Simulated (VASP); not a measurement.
A run of VASP 6.6.1:

The input INCAR:

```
PREC     = Accurate       # precision mode
ENCUT    = 520            # plane-wave cutoff, eV
EDIFF    = 1E-6           # SCF threshold, eV
ISMEAR   = 0              # smearing method
SIGMA    = 0.02           # smearing width, eV
LREAL    = F              # projectors in reciprocal space
LASPH    = T              # aspherical terms in the spheres
NELM     = 100            # most SCF steps
ALGO     = Normal         # electronic algorithm
ISIF     = 2              # what is computed and relaxed
LWAVE    = F              # write WAVECAR
LCHARG   = F              # write CHGCAR
GGA      = PE             # functional
NBANDS   = 12             # bands
```

The input KPOINTS:

```
Automatic mesh
0
Gamma
  10 10 10
```

The input POSCAR:

```
LiF
1.0
    0.0000000000      2.0994936376      2.0994936376
    2.0994936376      0.0000000000      2.0994936376
    2.0994936376      2.0994936376      0.0000000000
Li F
1 1
Direct
    0.5000000000      0.5000000000      0.5000000000
    0.0000000000      0.0000000000      0.0000000000
```

Potentials or basis: VASP PAW PBE potentials, release 64 (Li_sv, F).

Run with:

```sh
$ cat potpaw_PBE.64/Li_sv/POTCAR potpaw_PBE.64/F/POTCAR > POTCAR
$ mpirun -np 1 vasp_std > vasp.out
```

Hardware: 1 thread of AMD EPYC 9R45 96-Core Processor (Zen 5), on a shared host.

Task: How long does it take, and how much memory?

Result: Run time: 6.4 s on 1 thread of AMD EPYC 9R45 96-Core Processor (Zen 5) (shared host), peak memory 0.1 GiB. Counts: scf iterations 12, k points 47.
